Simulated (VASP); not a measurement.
Runs of VASP 6.6.1 on Au. The structure is that of space group Fm-3m (No. 225), or close to it. The cells are those of the table. 

| task | level | cell | cutoff (eV) | gap on the mesh (eV) | pressure (GPa) | relaxed volume (Å³/atom) |
| --- | --- | --- | --- | --- | --- | --- |
| single point | r2SCAN | a = 2.914 Å, angles 60.0°, 1 atom | 550 | none | (a) | - |
| relaxation of cell and atoms | r2SCAN | relaxed from a = 2.930 Å, angles 60.0°, 1 atom | 550 | none | 0.0 | 17.53 |
| relaxation of cell and atoms | PBE | relaxed from a = 2.930 Å, angles 60.0°, 1 atom | 500 | none | 0.0 | 17.90 |
| single point | PBE | a = 2.938 Å, angles 60.0°, 1 atom | 500 | none | -0.3 | - |

Alike in all rows: potentials or basis VASP PAW PBE potentials, release 64 (Au); no spin polarisation; k mesh 7 × 7 × 7; smearing fermi-dirac 0.0974 eV.

**Question.** Fill in the values left out.

**Answer.** (a) 0.3.

Caveats: all runs use coarse meshes; spin-orbit coupling is left out, which moves the levels of the heavy elements; the PAW data sets were made with another functional, which shifts forces and pressure a little (some runs).

A k mesh can miss the band edges, and the runs leave out spin-orbit coupling on Au.

A gap of «none» marks levels without a gap at the run's occupations.
